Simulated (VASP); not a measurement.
AlHCl4: single point with PBE

AlHCl4:

```
Al H Cl
1.0
     5.19934    0.00000    0.00000
     0.00000    5.19934    0.00000
     0.00000    0.00000    7.02694
Al H Cl
1 1 4
Direct
  0.50000 0.50000 0.50000
  0.00000 0.00000 0.00000
  0.00000 0.00000 0.77383
  0.50000 0.50000 0.21576
  0.50000 0.50000 0.78424
  0.00000 0.00000 0.22617
```

The cell was generated, and may not be a known phase.

- Program: VASP 6.6.1
- Task: single point
- Functional: PBE
- Potentials or basis: VASP PAW PBE potentials, release 64 (Al, H, Cl)
- Cutoff: 520 eV
- k mesh: 6 × 6 × 4
- Occupations: gaussian, width 0.02 eV
- Spin: no spin polarisation
- Dipole correction: no
- Further INCAR settings: ALGO = Normal; EDIFF = 1e-06; NBANDS = 25

| Item | Value |
| --- | --- |
| Pressure | -0.1 GPa |
| Largest force | 0.042 eV/Å |
| Band gap on the k mesh | 1.26 eV (least direct gap 1.27 eV) |

Forces in eV/Å, atoms in the order of the input:
```
Al   0.000  0.000  0.000
H    0.000  0.000  0.000
Cl   0.000  0.000  0.026
Cl   0.000  0.000  0.042
Cl   0.000  0.000 -0.042
Cl   0.000  0.000 -0.026
```

Stress tensor (GPa, compression positive):
```
-0.02  0.00  0.00
 0.00 -0.02  0.00
 0.00  0.00 -0.25
```

Levels at points of the mesh, in eV from the valence-band top:
| k point | band 14 | band 15 | band 16 | band 17 | band 18 | band 19 |
| --- | --- | --- | --- | --- | --- | --- |
| (0.00, 0.00, 0.00) | -0.01 | -0.01 | -0.01 | 1.26 | 3.74 | 3.74 |
| (0.50, 0.00, 0.00) | -0.27 | -0.16 | -0.01 | 1.72 | 3.04 | 3.86 |
| (0.50, 0.50, 0.00) | -0.02 | -0.02 | 0.00 | 1.80 | 3.07 | 3.07 |
| (0.00, 0.00, 0.50) | -0.35 | -0.11 | -0.11 | 2.15 | 4.06 | 4.06 |
| (0.50, 0.00, 0.50) | -0.52 | -0.48 | -0.28 | 2.47 | 3.46 | 4.13 |
| (0.50, 0.50, 0.50) | -0.35 | -0.12 | -0.12 | 2.62 | 3.43 | 3.43 |

It took 87 s on 1 thread of Intel(R) Xeon(R) 6975P-C (Granite Rapids) (shared host), peak memory 0.34 GiB.

A k mesh can miss the band edges.
